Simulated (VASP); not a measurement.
Runs of VASP 6.6.1 on In. The structure is that of space group Fm-3m (No. 225), or close to it. The cells are those of the table. This isn't the form of In at room conditions, which is tetragonal.

```tsv
level	cell	k mesh	cutoff (eV)	gap on the mesh (eV)	pressure (GPa)
r2SCAN	a = 3.338 Å, angles 60.0°, 1 atom	16 × 16 × 16	550	none	0.1
r2SCAN	a = 3.375 Å, angles 60.0°, 1 atom	16 × 16 × 16	550	none	(b)
PBE	a = 3.388 Å, angles 60.0°, 1 atom	8 × 8 × 8	500	none	0.0
r2SCAN	a = 3.388 Å, angles 60.0°, 1 atom	16 × 16 × 16	550	none	-1.6
PBE	a = 3.347 Å, angles 60.0°, 1 atom	8 × 8 × 8	500	none	(a)
```

Alike in all rows: task single point; potentials or basis VASP PAW PBE potentials, release 64 (In_d); no spin polarisation; smearing gaussian 0.05 eV.

Question: Fill in the values left out.

Answer: (a) 1.4; (b) -1.2.

Caveats: spin-orbit coupling is left out, which moves the levels of the heavy elements; the PAW data sets were made with another functional, which shifts forces and pressure a little (at least some runs).

A k mesh can miss the band edges, and the runs leave out spin-orbit coupling on In.

A gap of «none» marks levels without a gap at the run's occupations.
